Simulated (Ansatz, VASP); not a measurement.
Two plane-wave programs on KI

INCAR

```
SYSTEM = KI
ALGO = Normal ; EDIFF = 1E-6
ENCUT = 520 ; GGA = CA
ISIF = 2 ; ISMEAR = 0
LASPH = .TRUE. ; LCHARG = .FALSE.
LREAL = .FALSE. ; LWAVE = .FALSE.
NBANDS = 24 ; NELM = 60
PREC = Accurate ; SIGMA = 0.01
```

KPOINTS

```
k-points
0
G
  6 6 4
  0 0 0
```

POSCAR

```
KI
1.0
    6.0394507398      0.0000000000      0.0000000000
   -3.0197253699      5.2303177656      0.0000000000
    0.0000000000      0.0000000000      7.0391244287
K I
2 2
Direct
    0.3333333333      0.6666666667     -0.0625000000
    0.6666666667      0.3333333333      0.4375000000
    0.3333333333      0.6666666667      0.4375000000
    0.6666666667      0.3333333333      0.9375000000
```

Input for Ansatz:

```yaml
crystal:
  lattice:
    - [6.0394507398, 0.0, 0.0]
    - [-3.0197253699, 5.2303177656, 0.0]
    - [0.0, 0.0, 7.0391244287]
  atoms:
    - { symbol: K, position: [0.3333333333, 0.6666666667, -0.0625] }
    - { symbol: K, position: [0.6666666667, 0.3333333333, 0.4375] }
    - { symbol: I, position: [0.3333333333, 0.6666666667, 0.4375] }
    - { symbol: I, position: [0.6666666667, 0.3333333333, 0.9375] }
kpoints:
  mp_grid: { grid: [6, 6, 4] }
  band_path:
    path:
      - [0.0, 0.0, 0.0]
      - [0.5, 0.0, 0.0]
      - [0.3333333333, 0.3333333333, 0.0]
      - [0.0, 0.0, 0.5]
      - [0.5, 0.0, 0.5]
      - [0.3333333333, 0.3333333333, 0.5]
    npoints: 1
hamiltonian:
  xc: lda
scf:
  occupations: { method: fixed }
  n_extra_bands: 5
output:
  forces: true
  stress: true
  eigenvalues: true
```

Alike in both runs: task single point; functional LDA; k mesh 6 × 6 × 4; no spin polarisation.

```csv
,VASP,Ansatz
version,VASP 6.6.1,Ansatz 0.2.0
potentials or method,"VASP PAW LDA potentials, release 64 (K_sv, I)","plane waves, PAW"
plane-wave cutoff (eV),520,420
occupations,"gaussian, width 0.01 eV",fixed
valence electrons in the cell,32,52
```

|  | VASP | Ansatz | Ansatz less VASP |
| --- | --- | --- | --- |
| gap on the k mesh at the Fermi level (eV) | 3.49 | 3.49 | -0.007 |
| pressure (GPa) | -1.0 | -1.0 | -0.03 |
| traceless stress, the component that is largest in VASP (GPa) | -0.17 | -0.18 | -0.004 |

LDA's correlation is that of Perdew and Zunger in VASP and of Perdew and Wang (1992) in Ansatz. VASP's potentials hold 32 valence electrons a cell and Ansatz's 52, so a difference there can come from the potentials and not from the codes.

Neither program's run includes spin-orbit coupling.
